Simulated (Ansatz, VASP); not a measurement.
# Ca5SiN2 in VASP and in Ansatz

```xyz
8
Lattice="0.0000 0.0000 4.8711 -4.8926 0.0000 0.0000 2.4463 -7.3173 0.0000" Properties=species:S:1:pos:R:3 pbc="T T T"
Ca   -2.4463   -7.3173    0.0000
Ca    0.0000   -4.8373    0.0000
Ca   -2.4463   -2.4800    0.0000
Ca    0.0000   -2.0235    2.4356
Ca   -2.4463   -5.2938    2.4356
Si   -2.4463    0.0000    2.4356
N    -2.4463   -4.9030    0.0000
N     0.0000   -2.4144    0.0000
```

Alike in both runs: task single point; functional PBE; k mesh 4 × 6 × 6; occupations gaussian, width 0.2 eV; no spin polarisation.

|  | VASP | Ansatz |
| --- | --- | --- |
| version | VASP 6.6.1 | Ansatz 0.2.0 |
| potentials or method | VASP PAW PBE potentials, release 64 (Ca_sv, Si, N), cutoff 520 eV | scalar-relativistic, plane waves, PAW |
| valence electrons in the cell | 64 | 64 |

Ansatz gave:

```
gap on the k mesh at the Fermi level (eV)                     : none
pressure (GPa)                                                : 0.0
traceless stress, the component that is largest in VASP (GPa) : 0.08
rms of the force components (eV/Å)                            : 0.010
```

What did VASP give for the same quantities?

gap on the k mesh at the Fermi level (eV): none; pressure (GPa): 0.2; traceless stress, the component that is largest in VASP (GPa): 0.09; rms of the force components (eV/Å): 0.007.

Atom by atom the forces differ by 0.006 eV/Å (rms over components). A gap of «none» marks a metal or a gap that the smearing closes. The functional is the same, so the differences come from potentials, cutoffs and numerics.
